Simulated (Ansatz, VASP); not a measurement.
**K in VASP and in Ansatz**

```
CELL_PARAMETERS angstrom
-2.59836 2.59836 2.61800
2.59836 -2.59836 2.61800
2.63763 2.63763 -2.61800
ATOMIC_POSITIONS crystal
K 0.00000 0.00000 0.00000
```

Change from the starting cell: strain +0.0150 x Voigt [0, 0, 0, 0, 0, 1], atoms carried along.

Alike in both runs: task single point; functional PBE; k mesh 14 × 14 × 14; occupations gaussian, width 0.15 eV; no spin polarisation.

|  | VASP | Ansatz |
| --- | --- | --- |
| version | VASP 6.6.1 | Ansatz 0.2.0 |
| potentials or method | VASP PAW PBE potentials, release 64 (K_sv), cutoff 520 eV | scalar-relativistic, plane waves, PAW |
| valence electrons in the cell | 9 | 9 |

|  | VASP | Ansatz | Ansatz less VASP |
| --- | --- | --- | --- |
| gap on the k mesh at the Fermi level (eV) | none | none | - |
| pressure (GPa) | 0.1 | 0.1 | 0.00 |

A gap of «none» marks a metal or a gap that the smearing closes.
